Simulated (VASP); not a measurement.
# YGaS (P4_2/mmc) in VASP: single point with PBE

Aim: the single point of YGaS with PBE.

Program: VASP 6.6.1. These are calculated values, not measurements. Logs are shortened: lines on timing, memory, paths and dates and some standing lists are left out, and cuts for length are marked.

### Step 1. The cell of the first run

It takes space group P4_2/mmc (No. 131, tetragonal). Conventional cell: a = 4.206 Å, b = 4.206 Å, c = 7.721 Å, α = 90.00°, β = 90.00°, γ = 90.00°. Within 3.9 Å of Y (site symmetry -4m2) lie 4 S at 2.85 Å and 4 Ga at 2.97 Å and 2 Y at 3.86 Å. Within 3.9 Å of Ga (site symmetry -4m2) lie 4 S at 2.85 Å and 4 Y at 2.97 Å and 2 Ga at 3.86 Å. S (site symmetry mmm) has 4 Y at 2.85 Å and 4 Ga at 2.85 Å within 3.8 Å.

### Step 2. Single point, PBE

INCAR reads:

```
  PREC = Accurate
  ENCUT = 520
  EDIFF = 1E-7
  ISMEAR = 0
  SIGMA = 0.1
  LREAL = F
  LASPH = T
  NELM = 100
  ALGO = Fast
  ISIF = 2
  LWAVE = F
  LCHARG = F
  GGA = PE
  NBANDS = 39
```

KPOINTS reads:

```
Automatic mesh
0
Gamma
  10 10 6
```

POSCAR reads:

```
YGaS
1.0
    4.2058758658      0.0000000000      0.0000000000
    0.0000000000      4.2058758658      0.0000000000
    0.0000000000      0.0000000000      7.7214075205
Y Ga S
2 2 2
Direct
    0.5000000000      0.5000000000      0.2500000000
    0.5000000000      0.5000000000      0.7500000000
    0.0000000000      0.0000000000      0.7500000000
    0.0000000000      0.0000000000      0.2500000000
    0.0000000000      0.5000000000      0.0000000000
    0.5000000000      0.0000000000      0.5000000000
```

Potentials or basis: VASP PAW PBE potentials, release 64 (Y_sv, Ga_d, S).

Run with:

```sh
cat potpaw_PBE.64/Y_sv/POTCAR potpaw_PBE.64/Ga_d/POTCAR potpaw_PBE.64/S/POTCAR > POTCAR
mpirun -np 1 vasp_std > vasp.out
```

OUTCAR:

```text
PREC = Accurate
   ENCUT = 520
   EDIFF = 1E-7
   ISMEAR = 0
   LREAL = F
   LASPH = T
   NELM = 100
   ISIF = 2
   GGA = PE

 ion  position               nearest neighbor table
   1  0.500  0.500  0.250-   5 2.85   6 2.85   6 2.85   5 2.85   4 2.97   4 2.97   4 2.97   4 2.97
                             2 3.86   2 3.86
   2  0.500  0.500  0.750-   5 2.85   6 2.85   6 2.85   5 2.85   3 2.97   3 2.97   3 2.97   3 2.97
                             1 3.86   1 3.86
   3  0.000  0.000  0.750-   5 2.85   6 2.85   5 2.85   6 2.85   2 2.97   2 2.97   2 2.97   2 2.97

   4  0.000  0.000  0.250-   5 2.85   6 2.85   5 2.85   6 2.85   1 2.97   1 2.97   1 2.97   1 2.97

   5  0.000  0.500  0.000-   1 2.85   2 2.85   3 2.85   4 2.85   3 2.85   4 2.85   1 2.85   2 2.85

   6  0.500  0.000  0.500-   1 2.85   2 2.85   3 2.85   4 2.85   1 2.85   2 2.85   3 2.85   4 2.85

  LATTYP: Found a simple tetragonal cell.
 ALAT       =     4.2058758658
 C/A-ratio  =     1.8358619624

  Lattice vectors:

 A1 = (   4.2058758658,   0.0000000000,   0.0000000000)
 A2 = (   0.0000000000,   4.2058758658,   0.0000000000)
 A3 = (   0.0000000000,   0.0000000000,   7.7214075205)

Analysis of symmetry for initial positions (statically):
=====================================================================
 Subroutine PRICEL returns:
 Original cell was already a primitive cell.

 Routine SETGRP: Setting up the symmetry group for a
 simple tetragonal supercell.

 Subroutine GETGRP returns: Found 16 space group operations
 (whereof  8 operations were pure point group operations)
 out of a pool of 16 trial point group operations.

The static configuration has the point symmetry D_2h.
 The point group associated with its full space group is D_4h.

Analysis of symmetry for dynamics (positions and initial velocities):
=====================================================================
 Subroutine PRICEL returns:
 Original cell was already a primitive cell.

 Routine SETGRP: Setting up the symmetry group for a
 simple tetragonal supercell.

 Subroutine GETGRP returns: Found 16 space group operations
 (whereof  8 operations were pure point group operations)
 out of a pool of 16 trial point group operations.

The dynamic configuration has the point symmetry D_2h.
 The point group associated with its full space group is D_4h.

 Subroutine INISYM returns: Found 16 space group operations
 (whereof  8 operations are pure point group operations),
 and found     1 'primitive' translations

----------------------------------------------------------------------------------------

                                     Primitive cell

  volume of cell :     136.5870

  direct lattice vectors                    reciprocal lattice vectors
     4.205875866  0.000000000  0.000000000     0.237762604  0.000000000  0.000000000
     0.000000000  4.205875866  0.000000000     0.000000000  0.237762604  0.000000000
     0.000000000  0.000000000  7.721407520     0.000000000  0.000000000  0.129510066

  length of vectors
     4.205875866  4.205875866  7.721407520     0.237762604  0.237762604  0.129510066

  position of ions in fractional coordinates (direct lattice)
     0.500000000  0.500000000  0.250000000
     0.500000000  0.500000000  0.750000000
     0.000000000  0.000000000  0.750000000
     0.000000000  0.000000000  0.250000000
     0.000000000  0.500000000  0.000000000
     0.500000000  0.000000000  0.500000000

  ion indices of the primitive-cell ions
   primitive index   ion index
                 1           1
                 2           2
                 3           3
                 4           4
                 5           5
                 6           6

----------------------------------------------------------------------------------------

 KPOINTS: Automatic mesh

Automatic generation of k-mesh.
 Grid dimensions read from file:
 generate k-points for:   10   10    6

 Generating k-lattice:

  Cartesian coordinates                     Fractional coordinates (reciprocal lattice)
     0.023776260  0.000000000  0.000000000     0.100000000  0.000000000  0.000000000
     0.000000000  0.023776260  0.000000000     0.000000000  0.100000000  0.000000000
     0.000000000  0.000000000  0.021585011     0.000000000  0.000000000  0.166666667

  Length of vectors
     0.023776260  0.023776260  0.021585011

  Shift w.r.t. Gamma in fractional coordinates (k-lattice)
     0.000000000  0.000000000  0.000000000

 Subroutine IBZKPT returns following result:
 ===========================================

 Found     84 irreducible k-points:

 Following reciprocal coordinates:
            Coordinates               Weight
  0.000000  0.000000  0.000000      1.000000
  0.100000  0.000000  0.000000      4.000000
  0.200000  0.000000  0.000000      4.000000
  0.300000  0.000000  0.000000      4.000000
  0.400000  0.000000  0.000000      4.000000
  0.500000  0.000000  0.000000      2.000000
[... 16 lines left out ...]
  0.100000  0.000000  0.166667      8.000000
  0.200000  0.000000  0.166667      8.000000
 [... further k-points ...]
   k-points           NKPTS =     84   k-points in BZ     NKDIM =     84   number of bands    NBANDS=     39
   number of dos      NEDOS =    301   number of ions     NIONS =      6
   total plane-waves  NPLWV =  61440
   dimension x,y,z NGX =    32 NGY =   32 NGZ =   60
   dimension x,y,z NGXF=    64 NGYF=   64 NGZF=  120
   ions per type =               2   2   2
   NGX,Y,Z   is equivalent  to a cutoff of  12.65, 12.65, 12.92 a.u.
   NGXF,Y,Z  is equivalent  to a cutoff of  25.30, 25.30, 25.84 a.u.
 SYSTEM =  unknown system
   PREC   = accura    normal or accurate (medium, high low for compatibility)
   ISTART =      0    job   : 0-new  1-cont  2-samecut
   ICHARG =      2    charge: 1-file 2-atom 10-const
   ISPIN  =      1    spin polarized calculation?
   LNONCOLLINEAR =      F non collinear calculations
   LSORBIT =      F    spin-orbit coupling
   LASPH  =      T    aspherical Exc in radial PAW
   ENCUT  =  520.0 eV  38.22 Ry    6.18 a.u.   7.82  7.82 14.36*2*pi/ulx,y,z
   NELM   =    100;   NELMIN=  2; NELMDL= -5     # of ELM steps
   EDIFF  = 0.1E-06   stopping-criterion for ELM
   LREAL  =      F    real-space projection
   EDIFFG = 0.1E-05   stopping-criterion for IOM
   NSW    =      0    number of steps for IOM
   IBRION =     -1    ionic relax: 0-MD 1-quasi-New 2-CG
   NFREE  =      0    steps in history (QN), initial steepest desc. (CG)
   ISIF   =      2    stress and relaxation
   ISYM   =      2    0-nonsym 1-usesym 2-fastsym
   POTIM  = 0.5000    time-step for ionic-motion
   TEBEG  =    0.0;   TEEND  =   0.0 temperature during run
   PSTRESS=    0.0 pullay stress
   NELECT =      60.0000    total number of electrons
   NUPDOWN=      -1.0000    fix difference up-down
   EMIN   =  10.00;   EMAX   =-10.00  energy-range for DOS
   EFERMI =   0.00;   METHOD = LEGACY
   ISMEAR =     0;   SIGMA  =   0.10  broadening in eV -4-tet -1-fermi 0-gaus
   EFERMI_NEDOS =   21; number of points for ismear=-14 and -15
   IALGO  =     68    algorithm
   IMIX   =      4    mixing-type and parameters
     AMIX     =   0.40;   BMIX     =  1.00
     AMIX_MAG =   1.60;   BMIX_MAG =  1.00
  volume/ion in A,a.u.               =      22.76       153.62
  Fermi-wavevector in a.u.,A,eV,Ry     =   1.244482  2.351731 21.071842  1.548737
  Thomas-Fermi vector in A             =   2.378747
   LORBIT       =      0    0 simple, 1 ext, 2 COOP (PROOUT), +10 PAW based schemes
   GGA     = PE    functional components
   LHFCALC =     F    Hartree Fock is set to
   AEXX    =    0.0000 exact exchange contribution
   IVDW    =     0    specifies the selected vdW correction
   LEPSILON=     F    determine dielectric tensor
   LRPA    =     F    only Hartree local field effects (RPA)
 non-spin polarized calculation
 RMM-DIIS sequential band-by-band and
 Gauss-broadening in eV      SIGMA  =   0.10
  energy-cutoff  :      520.00
  volume of cell :      136.59
 maximum number of plane-waves:      3709
 NGX is ok and might be reduce to    32
   NGX = 15   NGY = 15   NGZ = 29

 number of electron      59.9999991 magnetization

 Free energy of the ion-electron system (eV)
  ---------------------------------------------------
  ext. energy  EPLUGINS =         0.00000000
  ---------------------------------------------------
  free energy    TOTEN  =       -31.39877710 eV

  energy without entropy =      -31.38018779  energy(sigma->0) =      -31.38948245

 E-fermi :   4.9648     XC(G=0): -10.0210

 val. band max:        4.9586398260   @ k =   0.3000   0.1000   0.3333
 cond. band min:       4.9659280064   @ k =   0.3000   0.0000   0.5000
 fundamental gap:      0.0072881803
 Fermi energy:         4.9648015917

 k-point     1 :       0.0000    0.0000    0.0000
  band No.  band energies     occupation
      1     -38.1223      2.00000
      2     -38.1130      2.00000
      3     -18.3351      2.00000
      4     -18.1387      2.00000
      5     -18.1105      2.00000
      6     -18.1105      2.00000
[... 31 lines left out ...]
     38       7.2613      0.00000
     39       8.6363      0.00000

 k-point     2 :       0.1000    0.0000    0.0000
  band No.  band energies     occupation
      1     -38.1220      2.00000
      2     -38.1127      2.00000
      3     -18.3331      2.00000
      4     -18.1380      2.00000
      5     -18.1211      2.00000
      6     -18.1103      2.00000
[... 31 lines left out ...]
     38       8.0764      0.00000
     39       8.2842      0.00000

 k-point     3 :       0.2000    0.0000    0.0000
  band No.  band energies     occupation
      1     -38.1212      2.00000
      2     -38.1119      2.00000
      3     -18.3277      2.00000
      4     -18.1488      2.00000
      5     -18.1367      2.00000
      6     -18.1205      2.00000
[... 832 lines left out ...]
 k-point    23 :       0.1000    0.0000    0.1667
  band No.  band energies     occupation
      1     -38.1214      2.00000
      2     -38.1133      2.00000
      3     -18.3204      2.00000
      4     -18.1516      2.00000
      5     -18.1197      2.00000
      6     -18.1091      2.00000
[... 31 lines left out ...]
     38       8.0398      0.00000
     39       8.5792      0.00000

 k-point    24 :       0.2000    0.0000    0.1667
  band No.  band energies     occupation
      1     -38.1205      2.00000
      2     -38.1125      2.00000
      3     -18.3152      2.00000
      4     -18.1516      2.00000
      5     -18.1453      2.00000
      6     -18.1223      2.00000
[... 31 lines left out ...]
     38       8.2921      0.00000
     39       8.6993      0.00000

 [... further k-points ...]

------------------------ aborting loop because EDIFF is reached ----------------------------------------

  FORCE on cell =-STRESS in cart. coord.  units (eV):
  Direction    XX          YY          ZZ          XY          YZ          ZX
  --------------------------------------------------------------------------------------
  -------------------------------------------------------------------------------------
  Total       -0.0040454     -0.0040454     -0.0095735      0.0000000      0.0000000      0.0000000
  in kB       -0.0474526     -0.0474526     -0.1122976      0.0000000      0.0000000      0.0000000
  external PRESSURE =      -0.0690676 kB  Pullay stress =       0.0000000 kB

 VOLUME and BASIS-vectors are now :
 -----------------------------------------------------------------------------
  energy-cutoff  :      520.00
  volume of cell :      136.59
      direct lattice vectors                 reciprocal lattice vectors
     4.205875866  0.000000000  0.000000000     0.237762604  0.000000000  0.000000000
     0.000000000  4.205875866  0.000000000     0.000000000  0.237762604  0.000000000
     0.000000000  0.000000000  7.721407520     0.000000000  0.000000000  0.129510066

 POSITION                                       TOTAL-FORCE (eV/Angst)
 -----------------------------------------------------------------------------------
      2.10294      2.10294      1.93035        -0.000000     -0.000000      0.000000
      2.10294      2.10294      5.79106         0.000000     -0.000000      0.000000
      0.00000      0.00000      5.79106         0.000000      0.000000     -0.000000
      0.00000      0.00000      1.93035         0.000000      0.000000     -0.000000
      0.00000      2.10294      0.00000         0.000000      0.000000     -0.000000
      2.10294      0.00000      3.86070         0.000000      0.000000     -0.000000
 -----------------------------------------------------------------------------------
    total drift:                                0.000000     -0.000000     -0.000000

  FREE ENERGIE OF THE ION-ELECTRON SYSTEM (eV)
  ---------------------------------------------------
  free  energy   TOTEN  =       -31.3987771038 eV

  energy  without entropy=      -31.3801877886  energy(sigma->0) =      -31.38948245
```

Wall time 8.9 min (1 thread of Intel Xeon 6975P-C (Granite Rapids), shared host); peak memory 0.55 GiB.

Results:

```yaml
Free_energy: -31.3988 eV
Pressure: 0.0 GPa
Band_gap_on_the_k_mesh: zero (bands 30 and 31 overlap by 0.69 eV)
```
